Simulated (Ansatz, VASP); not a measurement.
GdO: VASP beside Ansatz

```
CELL_PARAMETERS angstrom
0.00000 2.73553 2.73553
2.73553 0.00000 2.73553
2.73553 2.73553 0.00000
ATOMIC_POSITIONS crystal
Gd 0.00000 0.00000 0.00000
O 0.75000 0.75000 0.75000
```

Alike in both runs: task single point; functional r2SCAN; k mesh 9 × 9 × 9; occupations fermi-dirac, width 0.05 eV; collinear spin.

|  | VASP | Ansatz |
| --- | --- | --- |
| version | VASP 6.6.1 | Ansatz 0.2.0 |
| potentials or method | VASP PAW PBE potentials, release 64 (Gd, O) | Ansatz PAW |
| plane-wave cutoff (eV) | 520 | 500 |
| valence electrons in the cell | 24 | 24 |

|  | VASP | Ansatz | Ansatz less VASP |
| --- | --- | --- | --- |
| gap on the k mesh at the Fermi level (eV) | none | none | - |
| pressure (GPa) | -6.0 | -5.9 | +0.05 |
| net moment per atom (μB) | 3.97 | 3.97 | +0.002 |
| size of the moment on the site where the two differ most (μB) | 6.98 | 7.04 | +0.058 |

VASP's potentials were made for PBE, not for r2SCAN. Site moments also hang on the region over which each program counts them. A gap of «none» marks a metal or a gap that the smearing closes.

Neither program's run includes spin-orbit coupling. Noted on Ansatz's run: the magnetic or orbital state may not be the lowest.
